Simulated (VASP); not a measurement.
ZnO, 4 atoms in the cell. Symmetry: P6_3mc, No. 186, hexagonal system. Conventional cell: a = 3.242 Å, b = 3.242 Å, c = 5.240 Å, α = 90.00°, β = 90.00°, γ = 120.00°. Zn (site symmetry 3m) has 4 O at 1.98 Å within 2.6 Å. Within 2.6 Å of O (site symmetry 3m) lie 4 Zn at 1.98 Å. 

```yaml
Program: VASP 6.6.1
Task: single point
Functional: PBE
Potentials_or_basis: VASP PAW PBE potentials, release 64 (Zn, O)
Cutoff: 520 eV
k_mesh: 8 × 8 × 5
Occupations: gaussian, width 0.01 eV
Spin: no spin polarisation
Dipole_correction: no
Further_INCAR_settings: ALGO = Normal; EDIFF = 1e-06; NBANDS = 26
```

Potentials or basis: VASP PAW PBE potentials, release 64 (Zn, O).

Run with:

```sh
$ cat potpaw_PBE.64/Zn/POTCAR potpaw_PBE.64/O/POTCAR > POTCAR
$ mpirun -np 1 vasp_std > vasp.out
```

Hardware: 1 thread of Intel Xeon 8259CL, on a shared host.

**Question.** How long does it take, and how much memory?

**Answer.** Wall time 59 s on 1 thread of Intel Xeon 8259CL (shared host), peak memory 0.17 GiB. Counts: scf iterations 15, k points 30.
